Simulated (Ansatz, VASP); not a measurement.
# One calculation of Ag2Sb, two programs

```xyz
6
Lattice="4.2870 0.0000 0.0000 0.0000 4.2870 0.0000 0.0000 0.0000 6.5414" Properties=species:S:1:pos:R:3 pbc="T T T"
Ag    0.0000    0.0000    0.0000
Ag    2.1435    2.1435    0.0000
Ag    2.1435    0.0000    1.8794
Ag    0.0000    2.1435    4.6619
Sb    2.1435    0.0000    4.5884
Sb    0.0000    2.1435    1.9529
```

Alike in both runs: functional PBE; k mesh 8 × 8 × 5; occupations fermi-dirac, width 0.0273 eV; no spin polarisation.

Ansatz relaxed the structure, and its values are those at the end. VASP's run is a single point on that final structure, the one shown.

|  | VASP | Ansatz |
| --- | --- | --- |
| version | VASP 6.6.1 | Ansatz 0.2.0 |
| potentials or method | VASP PAW PBE potentials, release 64 (Ag, Sb), cutoff 520 eV | PAW plane waves |
| valence electrons in the cell | 54 | 106 |

|  | VASP | Ansatz | Ansatz less VASP |
| --- | --- | --- | --- |
| pressure (GPa) | 6.8 | 7.0 | +0.22 |
| rms of the force components (eV/Å) | 0.009 | 0.006 | -0.0032 |

VASP's potentials hold 54 valence electrons a cell and Ansatz's 106, so a difference there can come from the potentials and not from the codes. Ansatz's warnings: stress scf threshold loose.

Spin-orbit coupling is off throughout.
